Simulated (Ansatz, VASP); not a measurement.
KBr: VASP beside Ansatz

The input INCAR:

```
SYSTEM = KBr
  PREC = Accurate
  ENCUT = 520
  EDIFF = 1E-7
  ISMEAR = 0
  SIGMA = 0.02
  LREAL = .FALSE.
  LASPH = .TRUE.
  NELM = 100
  ALGO = Normal
  ISIF = 2
  LWAVE = .FALSE.
  LCHARG = .TRUE.
  GGA = PE
  LELF = .TRUE.
  LVHAR = .TRUE.
  NBANDS = 15
```

Contents of KPOINTS:

```
Automatic mesh
0
G
  6 6 6
  0 0 0
```

POSCAR

```
KBr
1.0
    0.0000000000      3.4362510930      3.4362510930
    3.4362510930      0.0000000000      3.4362510930
    3.4362510930      3.4362510930      0.0000000000
K Br
1 1
Direct
    0.0000000000      0.0000000000      0.0000000000
    0.5000000000      0.5000000000      0.5000000000
```

Input for Ansatz:

```yaml
crystal:
  lattice:
    - [0.0, 3.436251093, 3.436251093]
    - [3.436251093, 0.0, 3.436251093]
    - [3.436251093, 3.436251093, 0.0]
  atoms:
    - { symbol: K, position: [0.0, 0.0, 0.0] }
    - { symbol: Br, position: [0.5, 0.5, 0.5] }
basis:
  ecutwfc: 420
kpoints:
  mp_grid: { grid: [6, 6, 6] }
hamiltonian:
  xc: pbe
scf:
  occupations: { method: gaussian, width: 0.02 }
output:
  forces: true
  stress: true
  eigenvalues: true
  populations: true
```

Alike in both runs: task single point; functional PBE; k mesh 6 × 6 × 6; occupations gaussian, width 0.02 eV; no spin polarisation.

|  | VASP | Ansatz |
| --- | --- | --- |
| version | VASP 6.6.1 | Ansatz 0.2.0 |
| potentials or method | VASP PAW PBE potentials, release 64 (K_sv, Br), cutoff 520 eV | scalar-relativistic, plane waves, PAW |
| valence electrons in the cell | 16 | 16 |

```tsv
	VASP	Ansatz	Ansatz less VASP
gap on the k mesh at the Fermi level (eV)	4.13	4.13	+0.001
least direct gap on the mesh (eV)	4.13	4.13	+0.001
pressure (GPa)	-0.8	-0.8	-0.02
```
